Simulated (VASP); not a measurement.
# PtS2 (P-3m1) in VASP: notebook

The runs below take PtS2 through single point, with r2SCAN+rVV10, r2SCAN.

Program: VASP 6.6.1. These are calculated values, not measurements. Logs are shortened: lines on timing, memory, paths and dates and some standing lists are left out, and cuts for length are marked.

### 1 The cell of the first run

It takes space group P-3m1 (No. 164, trigonal). Conventional cell: a = 3.553 Å, b = 3.553 Å, c = 5.123 Å, α = 90.00°, β = 90.00°, γ = 120.00°. Within 3.2 Å of Pt (site symmetry -3m) lie 6 S at 2.39 Å. S (site symmetry 3m) has 3 Pt at 2.39 Å and 3 S at 3.20 Å within 3.2 Å.

### 2 Single point, r2SCAN+rVV10

Input file POSCAR:

```
PtS2
1.0
    3.5526240046      0.0000000000      0.0000000000
   -1.7763120023      3.0766626381      0.0000000000
    0.0000000000      0.0000000000      5.1228330609
Pt S
1 2
Direct
    0.0000000000      0.0000000000      0.0000000000
    0.3333333333      0.6666666667      0.2392541205
    0.6666666667      0.3333333333      0.7607458795
```

Input file INCAR.step1:

```
ALGO     = Normal         # electronic algorithm
EDIFF    = 1E-5           # SCF threshold, eV
ENCUT    = 550            # plane-wave cutoff, eV
GGA      = PE             # functional
GGA_COMPAT= F            
ISMEAR   = -1             # smearing method
LASPH    = T              # aspherical terms in the spheres
LCHARG   = F              # write CHGCAR
LREAL    = F              # projectors in reciprocal space
LWAVE    = T              # write WAVECAR
NBANDS   = 18             # bands
NELM     = 120            # most SCF steps
PREC     = Accurate       # precision mode
SIGMA    = 0.02           # smearing width, eV
```

Input file INCAR.step2:

```
ALGO     = Normal         # electronic algorithm
BPARAM   = 11.95        
CPARAM   = 0.0093       
EDIFF    = 1E-6           # SCF threshold, eV
ENCUT    = 550            # plane-wave cutoff, eV
GGA_COMPAT= F            
ISIF     = 2              # what is computed and relaxed
ISMEAR   = -1             # smearing method
ISTART   = 1            
IVDW_NL  = 2            
LASPH    = T              # aspherical terms in the spheres
LCHARG   = F              # write CHGCAR
LMIXTAU  = T            
LREAL    = F              # projectors in reciprocal space
LUSE_VDW = T            
LWAVE    = F              # write WAVECAR
METAGGA  = R2SCAN         # meta-GGA
NBANDS   = 18             # bands
NELM     = 120            # most SCF steps
PREC     = Accurate       # precision mode
SIGMA    = 0.02           # smearing width, eV
```

Input file KPOINTS:

```
k-points
0
Gamma
  12 12 6
```

Potentials or basis: VASP PAW PBE potentials, release 64 (Pt, S).

Started as:

```sh
cat potpaw_PBE.64/Pt/POTCAR potpaw_PBE.64/S/POTCAR > POTCAR
cp INCAR.step1 INCAR
mpirun -np 1 vasp_std > vasp.out
cp INCAR.step2 INCAR
mpirun -np 1 vasp_std > vasp.out
```

OUTCAR:

```text
BPARAM = 11.95
   EDIFF = 1E-6
   ENCUT = 550
   ISIF = 2
   ISMEAR = -1
   ISTART = 1
   IVDW_NL = 2
   LASPH = T
   LREAL = F
   METAGGA = R2SCAN
   NELM = 120
   PREC = Accurate

 ion  position               nearest neighbor table
   1  0.000  0.000  0.000-   2 2.39   3 2.39   3 2.39   2 2.39   3 2.39   2 2.39
   2  0.333  0.667  0.239-   1 2.39   1 2.39   1 2.39
   3  0.667  0.333  0.761-   1 2.39   1 2.39   1 2.39

  LATTYP: Found a hexagonal cell.
 ALAT       =     3.5526240046
 C/A-ratio  =     1.4419857137

  Lattice vectors:

 A1 = (   3.5526240046,   0.0000000000,   0.0000000000)
 A2 = (  -1.7763120023,   3.0766626381,   0.0000000000)
 A3 = (   0.0000000000,   0.0000000000,   5.1228330609)

Analysis of symmetry for initial positions (statically):
=====================================================================
 Subroutine PRICEL returns:
 Original cell was already a primitive cell.

 Routine SETGRP: Setting up the symmetry group for a
 hexagonal supercell.

 Subroutine GETGRP returns: Found 12 space group operations
 (whereof 12 operations were pure point group operations)
 out of a pool of 24 trial point group operations.

The static configuration has the point symmetry D_3d.

Analysis of symmetry for dynamics (positions and initial velocities):
=====================================================================
 Subroutine PRICEL returns:
 Original cell was already a primitive cell.

 Routine SETGRP: Setting up the symmetry group for a
 hexagonal supercell.

 Subroutine GETGRP returns: Found 12 space group operations
 (whereof 12 operations were pure point group operations)
 out of a pool of 24 trial point group operations.

The dynamic configuration has the point symmetry D_3d.

 Subroutine INISYM returns: Found 12 space group operations
 (whereof 12 operations are pure point group operations),
 and found     1 'primitive' translations

----------------------------------------------------------------------------------------

                                     Primitive cell

  volume of cell :      55.9937

  direct lattice vectors                    reciprocal lattice vectors
     3.552624005  0.000000000  0.000000000     0.281482082  0.162513756  0.000000000
    -1.776312002  3.076662638  0.000000000     0.000000000  0.325027511  0.000000000
     0.000000000  0.000000000  5.122833061     0.000000000  0.000000000  0.195204487

  length of vectors
     3.552624005  3.552624005  5.122833061     0.325027511  0.325027511  0.195204487

  position of ions in fractional coordinates (direct lattice)
     0.000000000  0.000000000  0.000000000
     0.333333333  0.666666667  0.239254121
     0.666666667  0.333333333  0.760745880

  ion indices of the primitive-cell ions
   primitive index   ion index
                 1           1
                 2           2
                 3           3

----------------------------------------------------------------------------------------

 KPOINTS: k-points

Automatic generation of k-mesh.
 Grid dimensions read from file:
 generate k-points for:   12   12    6

 Generating k-lattice:

  Cartesian coordinates                     Fractional coordinates (reciprocal lattice)
     0.023456840  0.013542813  0.000000000     0.083333333  0.000000000  0.000000000
     0.000000000  0.027085626  0.000000000     0.000000000  0.083333333  0.000000000
     0.000000000  0.000000000  0.032534081     0.000000000  0.000000000  0.166666667

  Length of vectors
     0.027085626  0.027085626  0.032534081

  Shift w.r.t. Gamma in fractional coordinates (k-lattice)
     0.000000000  0.000000000  0.000000000

 Subroutine IBZKPT returns following result:
 ===========================================

 Found    100 irreducible k-points:

 Following reciprocal coordinates:
            Coordinates               Weight
  0.000000  0.000000  0.000000      1.000000
  0.083333  0.000000  0.000000      6.000000
  0.166667  0.000000  0.000000      6.000000
  0.250000  0.000000  0.000000      6.000000
  0.333333  0.000000  0.000000      6.000000
  0.416667  0.000000  0.000000      6.000000
[... 16 lines left out ...]
  0.166667  0.000000  0.166667      6.000000
  0.000000  0.166667  0.166667      6.000000
 [... further k-points ...]
   k-points           NKPTS =    100   k-points in BZ     NKDIM =    100   number of bands    NBANDS=     18
   number of dos      NEDOS =    301   number of ions     NIONS =      3
   total plane-waves  NPLWV =  31360
   dimension x,y,z NGX =    28 NGY =   28 NGZ =   40
   dimension x,y,z NGXF=    56 NGYF=   56 NGZF=   80
   ions per type =               1   2
   NGX,Y,Z   is equivalent  to a cutoff of  13.10, 13.10, 12.98 a.u.
   NGXF,Y,Z  is equivalent  to a cutoff of  26.21, 26.21, 25.96 a.u.
 SYSTEM =  unknown system
   PREC   = accura    normal or accurate (medium, high low for compatibility)
   ISTART =      1    job   : 0-new  1-cont  2-samecut
   ICHARG =      0    charge: 1-file 2-atom 10-const
   ISPIN  =      1    spin polarized calculation?
   LNONCOLLINEAR =      F non collinear calculations
   LSORBIT =      F    spin-orbit coupling
   LASPH  =      T    aspherical Exc in radial PAW
   ENCUT  =  550.0 eV  40.42 Ry    6.36 a.u.   6.79  6.79  9.80*2*pi/ulx,y,z
   NELM   =    120;   NELMIN=  2; NELMDL=  0     # of ELM steps
   EDIFF  = 0.1E-05   stopping-criterion for ELM
   LREAL  =      F    real-space projection
[... 7 lines left out ...]
   TEBEG  =    0.0;   TEEND  =   0.0 temperature during run
   PSTRESS=    0.0 pullay stress
   NELECT =      22.0000    total number of electrons
   NUPDOWN=      -1.0000    fix difference up-down
   EMIN   =  10.00;   EMAX   =-10.00  energy-range for DOS
   EFERMI =   0.00;   METHOD = LEGACY
   ISMEAR =    -1;   SIGMA  =   0.02  broadening in eV -4-tet -1-fermi 0-gaus
   EFERMI_NEDOS =   21; number of points for ismear=-14 and -15
   IALGO  =     38    algorithm
   IMIX   =      4    mixing-type and parameters
     AMIX     =   0.40;   BMIX     =  1.00
     AMIX_MAG =   1.60;   BMIX_MAG =  1.00
  volume/ion in A,a.u.               =      18.66       125.95
  Fermi-wavevector in a.u.,A,eV,Ry     =   1.199046  2.265869 19.561259  1.437712
  Thomas-Fermi vector in A             =   2.334919
   LORBIT       =      0    0 simple, 1 ext, 2 COOP (PROOUT), +10 PAW based schemes
   METAGGA = R2SCAN    functional components
   LHFCALC =     F    Hartree Fock is set to
   AEXX    =    0.0000 exact exchange contribution
   IVDW_NL    =     2    kernel type
   BPARAM     =11.9500
   IVDW    =     0    specifies the selected vdW correction
   LEPSILON=     F    determine dielectric tensor
   LRPA    =     F    only Hartree local field effects (RPA)
 non-spin polarized calculation
  energy-cutoff  :      550.00
  volume of cell :       55.99
 maximum number of plane-waves:      1653
   NGX = 13   NGY = 13   NGZ = 19

 number of electron      21.9999996 magnetization

 Free energy of the ion-electron system (eV)
  ---------------------------------------------------
  ext. energy  EPLUGINS =         0.00000000
  ---------------------------------------------------
  free energy    TOTEN  =       -68.41719197 eV

  energy without entropy =      -68.41719197  energy(sigma->0) =      -68.41719197

 E-fermi :   6.6519     XC(G=0): -11.2727

 val. band max:        6.2190510747   @ k =   0.0000   0.1667   0.1667
 cond. band min:       7.0668984440   @ k =   0.0000   0.2500   0.3333
 fundamental gap:      0.8478473693
 Fermi energy:         6.6518977678

 k-point     1 :       0.0000    0.0000    0.0000
  band No.  band energies     occupation
      1      -9.5636      2.00000
      2      -6.6431      2.00000
      3      -0.8458      2.00000
      4      -0.4923      2.00000
      5      -0.4923      2.00000
      6       2.3084      2.00000
[... 10 lines left out ...]
     17      14.7525      0.00000
     18      19.2695      0.00000

 k-point     2 :       0.0833    0.0000    0.0000
  band No.  band energies     occupation
      1      -9.4721      2.00000
      2      -6.6860      2.00000
      3      -0.7491      2.00000
      4      -0.4327      2.00000
      5      -0.4321      2.00000
      6       2.1807      2.00000
[... 10 lines left out ...]
     17      15.0434      0.00000
     18      18.2063      0.00000

 k-point     3 :       0.1667    0.0000    0.0000
  band No.  band energies     occupation
      1      -9.2077      2.00000
      2      -6.8018      2.00000
      3      -0.4922      2.00000
      4      -0.2707      2.00000
      5      -0.2362      2.00000
      6       1.7441      2.00000
[... 10 lines left out ...]
     17      15.7489      0.00000
     18      16.6914      0.00000

 k-point     4 :       0.2500    0.0000    0.0000
  band No.  band energies     occupation
      1      -8.8034      2.00000
      2      -6.9585      2.00000
      3      -0.2486      2.00000
      4      -0.0618      2.00000
      5       0.1825      2.00000
      6       1.0256      2.00000
[... 375 lines left out ...]
      4      -0.4360      2.00000
      5      -0.2678      2.00000
      6       2.1587      2.00000
[... 10 lines left out ...]
     17      15.1953      0.00000
     18      17.4309      0.00000

 k-point    23 :       0.1667    0.0000    0.1667
  band No.  band energies     occupation
      1      -9.1296      2.00000
      2      -6.9627      2.00000
      3      -0.4927      2.00000
      4      -0.2484      2.00000
      5      -0.0270      2.00000
      6       1.7801      2.00000
[... 10 lines left out ...]
     17      15.3293      0.00000
     18      16.4238      0.00000

 k-point    24 :       0.0000    0.1667    0.1667
  band No.  band energies     occupation
      1      -9.1381      2.00000
      2      -6.9381      2.00000
      3      -0.6342      2.00000
      4      -0.2868      2.00000
      5       0.1103      2.00000
      6       1.6669      2.00000
[... 10 lines left out ...]
     17      16.0669      0.00000
     18      16.1305      0.00000

 [... further k-points ...]

------------------------ aborting loop because EDIFF is reached ----------------------------------------

  FORCE on cell =-STRESS in cart. coord.  units (eV):
  Direction    XX          YY          ZZ          XY          YZ          ZX
  --------------------------------------------------------------------------------------
  -------------------------------------------------------------------------------------
  Total        0.0895184      0.0895184      0.0450552      0.0000000      0.0000000      0.0000000
  in kB        2.5614362      2.5614362      1.2891873      0.0000000      0.0000000      0.0000000
  external PRESSURE =       2.1373532 kB  Pullay stress =       0.0000000 kB

 VOLUME and BASIS-vectors are now :
 -----------------------------------------------------------------------------
  energy-cutoff  :      550.00
  volume of cell :       55.99
      direct lattice vectors                 reciprocal lattice vectors
     3.552624005  0.000000000  0.000000000     0.281482082  0.162513756  0.000000000
    -1.776312002  3.076662638  0.000000000     0.000000000  0.325027511  0.000000000
     0.000000000  0.000000000  5.122833061     0.000000000  0.000000000  0.195204487

 POSITION                                       TOTAL-FORCE (eV/Angst)
 -----------------------------------------------------------------------------------
      0.00000      0.00000      0.00000         0.000000      0.000000      0.000000
     -0.00000      2.05111      1.22566         0.000000      0.000000      0.013299
      1.77631      1.02555      3.89717        -0.000000     -0.000000     -0.013299
 -----------------------------------------------------------------------------------
    total drift:                               -0.000000     -0.000000      0.000000

  FREE ENERGIE OF THE ION-ELECTRON SYSTEM (eV)
  ---------------------------------------------------
  free  energy   TOTEN  =       -68.4171919745 eV

  energy  without entropy=      -68.4171919745  energy(sigma->0) =      -68.41719197
```

It took 3.2 min on 1 thread of Intel Xeon 6975P-C (Granite Rapids), shared host; peak memory 0.37 GiB.

What came out:

* Free energy: -68.4172 eV
* Pressure: 0.2 GPa
* Largest force: 0.013 eV/Å
* Band gap on the k mesh: 0.85 eV (least direct gap 1.12 eV)

Forces in eV/Å, atoms in the order of the input:
```
Pt   0.000  0.000  0.000
S    0.000  0.000  0.013
S    0.000  0.000 -0.013
```

Caveat: the PAW data sets were made with another functional, which shifts forces and pressure a little; spin-orbit coupling is left out, which moves the levels of the heavy elements. A k mesh can miss the band edges.

### 3 Single point, r2SCAN

POSCAR is that of step 2.

Input file INCAR.step1:

```
PREC     = Accurate       # precision mode
ENCUT    = 550            # plane-wave cutoff, eV
ISMEAR   = 0              # smearing method
SIGMA    = 0.01           # smearing width, eV
LREAL    = False          # projectors in reciprocal space
LASPH    = True           # aspherical terms in the spheres
NELM     = 120            # most SCF steps
NBANDS   = 18             # bands
GGA      = PE             # functional
ALGO     = Normal         # electronic algorithm
EDIFF    = 1E-5           # SCF threshold, eV
LWAVE    = True           # write WAVECAR
LCHARG   = False          # write CHGCAR
GGA_COMPAT= False
```

Input file INCAR.step2:

```
PREC     = Accurate       # precision mode
ENCUT    = 550            # plane-wave cutoff, eV
EDIFF    = 1E-6           # SCF threshold, eV
ISMEAR   = 0              # smearing method
SIGMA    = 0.01           # smearing width, eV
LREAL    = False          # projectors in reciprocal space
LASPH    = True           # aspherical terms in the spheres
NELM     = 120            # most SCF steps
ALGO     = Normal         # electronic algorithm
ISIF     = 2              # what is computed and relaxed
LWAVE    = False          # write WAVECAR
LCHARG   = True           # write CHGCAR
METAGGA  = R2SCAN         # meta-GGA
LMIXTAU  = True         
LELF     = True           # ELF
LVHAR    = True         
NBANDS   = 18             # bands
ISTART   = 1            
GGA_COMPAT= False
```

Input file KPOINTS:

```
regular mesh
0
Gamma
  12 12 6
```

Potentials or basis: VASP PAW PBE potentials, release 64 (Pt, S).

Started as:

```sh
cat potpaw_PBE.64/Pt/POTCAR potpaw_PBE.64/S/POTCAR > POTCAR
cp INCAR.step1 INCAR
mpirun -np 1 vasp_std > vasp.out
cp INCAR.step2 INCAR
mpirun -np 1 vasp_std > vasp.out
```

It took 2.5 min on 1 thread of Intel Xeon 6975P-C (Granite Rapids), shared host; peak memory 0.26 GiB.

The run converged. Its results:

```
Free energy            : -68.8508 eV
Pressure               : 1.2 GPa
Largest force          : 0.049 eV/Å
Band gap on the k mesh : 0.87 eV (least direct gap 1.14 eV)
```

Forces in eV/Å, atoms in the order of the input:
```
Pt   0.000  0.000  0.000
S    0.000  0.000 -0.049
S    0.000  0.000  0.049
```

Levels at points of the mesh, in eV from the valence-band top:
```
           k point  band 7  band 8  band 9  band 10  band 11  band 12  band 13  band 14  band 15  band 16
(0.00, 0.00, 0.00)   -3.90   -2.08   -1.08    -1.08     0.00     2.29     2.29     5.22     6.04     8.56
(0.50, 0.00, 0.00)   -3.24   -3.22   -3.21    -3.09    -2.48     1.72     2.75     5.80     6.98     8.63
(0.00, 0.00, 0.50)   -3.93   -2.63   -1.31    -1.31    -1.11     2.82     2.82     6.05     7.64     8.24
(0.50, 0.00, 0.50)   -3.23   -3.23   -2.81    -2.80    -1.46     1.91     2.42     5.48     5.92     8.14
```

Caveat: the PAW data sets were made with another functional, which shifts forces and pressure a little; spin-orbit coupling is left out, which moves the levels of the heavy elements. r2SCAN opens gaps a little over a GGA but as a rule still falls short of measured ones.
